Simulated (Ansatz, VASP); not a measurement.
## One calculation of GaC2, two programs

File INCAR:

```
PREC = Accurate
ENCUT = 600
EDIFF = 1E-6
ISMEAR = 0
SIGMA = 0.1
LREAL = F
LASPH = T
NELM = 200
ALGO = Normal
ISIF = 2
LWAVE = F
LCHARG = T
ISPIN = 2
MAGMOM = 0 0 1 1 1 1
LORBIT = 11
GGA = PE
LELF = T
LVHAR = T
NBANDS = 34
GGA_COMPAT = F
```

Contents of KPOINTS:

```
Automatic mesh
0
Gamma
  4 4 4
```

Contents of POSCAR:

```
GaC2
1.0
    4.1966150868      0.0000000000      0.0000000000
    0.0000000000      4.1966150868      0.0000000000
    0.0000000000      0.0000000000      4.1966150868
Ga C
2 4
Direct
    0.0000000000      0.0000000000      0.0000000000
    0.5000000000      0.5000000000      0.5000000000
    0.2500000000      0.2500000000      0.2500000000
    0.2500000000      0.7500000000      0.7500000000
    0.7500000000      0.7500000000      0.2500000000
    0.7500000000      0.2500000000      0.7500000000
```

Input for Ansatz:

```yaml
crystal:
  lattice:
    - [4.1966150868, 0.0, 0.0]
    - [0.0, 4.1966150868, 0.0]
    - [0.0, 0.0, 4.1966150868]
  atoms:
    - { symbol: Ga, position: [0.0, 0.0, 0.0] }
    - { symbol: Ga, position: [0.5, 0.5, 0.5] }
    - { symbol: C, position: [0.25, 0.25, 0.25], spin: 1.0 }
    - { symbol: C, position: [0.25, 0.75, 0.75], spin: 1.0 }
    - { symbol: C, position: [0.75, 0.75, 0.25], spin: 1.0 }
    - { symbol: C, position: [0.75, 0.25, 0.75], spin: 1.0 }
basis:
  ecutwfc: 420
kpoints:
  mp_grid: { grid: [4, 4, 4] }
hamiltonian:
  xc: pbe
scf:
  occupations: { method: gaussian, width: 0.1 }
  lower_state_search: "off"
output:
  forces: true
  stress: true
  eigenvalues: true
  populations: true
magnetization:
  spin_polarized: true
```

Alike in both runs: task single point; functional PBE; k mesh 4 × 4 × 4; occupations gaussian, width 0.1 eV; collinear spin.

|  | VASP | Ansatz |
| --- | --- | --- |
| version | VASP 6.6.1 | Ansatz 0.2.0 |
| potentials or method | VASP PAW PBE potentials, release 64 (Ga_d, C), cutoff 600 eV | scalar-relativistic, plane waves, PAW |
| valence electrons in the cell | 42 | 42 |

```csv
,VASP,Ansatz,Ansatz less VASP
gap on the k mesh at the Fermi level (eV),none,none,-
pressure (GPa),27.2,28.0,+0.83
net moment per atom (μB),0.00,0.00,0.000
```

A gap of «none» marks a metal or a gap that the smearing closes. Ansatz's warnings: seeded moment not kept.

The k mesh is coarse, so the values compare programs but aren't converged.
